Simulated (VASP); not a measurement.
A run of VASP 6.6.1:

INCAR

```
SYSTEM = SbO5
PREC = Accurate
ENCUT = 520
EDIFF = 1E-7
ISMEAR = 0
SIGMA = 0.1
LREAL = .FALSE.
LASPH = .TRUE.
NELM = 60
ALGO = Normal
ISIF = 2
LWAVE = .FALSE.
LCHARG = .FALSE.
GGA = PE
NBANDS = 26
```

Contents of KPOINTS:

```
Automatic mesh
0
G
  12 12 10
  0 0 0
```

File POSCAR:

```
SbO5
1.0
    4.6314911998      0.0000000000      0.0000000000
   -2.3157455999      4.0109890365      0.0000000000
    0.0000000000      0.0000000000      4.0636144826
Sb O
1 5
Direct
    0.0000000000      0.0000000000      0.0000000000
    0.3333333333      0.6666666667      0.1642749413
    0.3333333333      0.6666666667      0.8357250587
    0.6666666667      0.3333333333      0.8357250587
    0.6666666667      0.3333333333      0.1642749413
    0.0000000000      0.0000000000      0.5000000000
```

Potentials or basis: VASP PAW PBE potentials, release 64 (Sb, O).

Command:

```console
$ cat potpaw_PBE.64/Sb/POTCAR potpaw_PBE.64/O/POTCAR > POTCAR
$ mpirun -np 1 vasp_std > vasp.out
```

Hardware: 1 thread of Intel(R) Xeon(R) Platinum 8488C (Sapphire Rapids), with other jobs on the host.

Q: Estimate the wall time of this run.

A: Run time: 2.8 min on 1 thread of Intel(R) Xeon(R) Platinum 8488C (Sapphire Rapids), on a shared host, peak memory 0.31 GiB. Counts: scf iterations 16, k points 114.
